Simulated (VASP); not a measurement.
Here is a VASP 6.6.1 calculation.

File INCAR:

```
SYSTEM = In
PREC = Accurate ; ENCUT = 520
EDIFF = 1E-7 ; ISMEAR = 0
SIGMA = 0.05 ; LREAL = .False.
LASPH = .True. ; NELM = 80
ALGO = Normal ; ISIF = 2
LWAVE = .False. ; LCHARG = .False.
GGA = PE ; NBANDS = 12
```

Contents of KPOINTS:

```
regular mesh
0
Gamma
  7 7 8
  0 0 0
```

The input POSCAR:

```
In
1.0
   -1.6429890000      1.5767760000      2.4320890000
    1.6580180000     -1.6317970000      2.4781180000
    1.6519890000      1.6407960000     -2.4682430000
In
1
Direct
   -0.0085280000      0.0031470000     -0.0000280000
```

Potentials or basis: VASP PAW PBE potentials, release 64 (In_d).

Command:

```sh
$ cat potpaw_PBE.64/In_d/POTCAR > POTCAR
$ mpirun -np 1 vasp_std > vasp.out
```

Problem. What does it give for the pressure?

Solution. 1.7 GPa.

Stress tensor (GPa, compression positive):
```
-0.31  0.23  0.27
 0.23  1.19  1.15
 0.27  1.15  4.13
```
